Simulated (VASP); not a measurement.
The system is HfSiO4.

```
Hf Si O
1.0
    -1.87614    1.87614    4.93064
     1.87614   -1.87614    4.93064
     1.87614    1.87614   -4.93064
Hf Si O
1 1 4
Direct
  0.00000 0.00000 0.00000
  0.75000 0.25000 0.50000
  0.92781 0.42781 0.50000
  0.22035 0.22035 0.00000
  0.57219 0.07219 0.50000
  0.77965 0.77965 0.00000
```

```yaml
Program: VASP 6.6.1
Task: relaxation of cell and atoms
Functional: PBEsol
Potentials_or_basis: VASP PAW PBE potentials, release 64 (Hf_pv, Si, O)
Cutoff: 600 eV
k_mesh: 8 × 8 × 8
Occupations: fermi-dirac, width 0.02 eV
Spin: no spin polarisation
```

At the start: pressure -6.8 GPa; volume 11.57 Å³/atom.

Q: How do energy, volume and symmetry change on relaxing?

A: Over 11 steps the energy falls by 8.2 meV/atom and the volume is 11.21 Å³/atom (-3.2 %); space group I-4m2 (No. 119, to 0.05 Å).

Step by step:
| step | energy change (eV) | largest force (eV/Å) | pressure (GPa) | volume (Å³) |
| --- | --- | --- | --- | --- |
| 1 | 0.0000 | 0.2645 | -6.83 | 69.42 |
| 2 | 0.0474 | 0.6477 | 10.95 | 64.59 |
| 3 | -0.0475 | 0.1741 | -0.08 | 67.36 |
| 4 | -0.0475 | 0.1750 | 0.05 | 67.32 |
| 5 | -0.0487 | 0.1111 | 0.07 | 67.20 |
| 6 | -0.0493 | 0.0337 | 0.05 | 67.24 |
| 7 | -0.0493 | 0.0062 | -0.10 | 67.27 |
| 8 | -0.0493 | 0.0066 | -0.10 | 67.27 |
| 9 | -0.0493 | 0.0107 | 0.02 | 67.23 |
| 10 | -0.0493 | 0.0086 | 0.01 | 67.23 |
| 11 | -0.0493 | 0.0027 | 0.01 | 67.23 |

Final structure:
```cif
data_structure
_symmetry_space_group_name_H-M 'P 1'
_symmetry_Int_Tables_number 1
_cell_length_a 5.5451
_cell_length_b 5.5451
_cell_length_c 5.5451
_cell_angle_alpha 140.916
_cell_angle_beta 140.916
_cell_angle_gamma 56.466
_cell_volume 67.23
loop_
_atom_site_label
_atom_site_type_symbol
_atom_site_fract_x
_atom_site_fract_y
_atom_site_fract_z
_atom_site_occupancy
Hf1 Hf 0.00000 0.00000 0.00000 1
Si1 Si 0.75000 0.25000 0.50000 1
O1 O 0.92860 0.42860 0.50000 1
O2 O 0.22027 0.22027 0.00000 1
O3 O 0.57140 0.07140 0.50000 1
O4 O 0.77973 0.77973 0.00000 1
```

Caveat: the PAW data sets were made with another functional, which shifts forces and pressure a little.
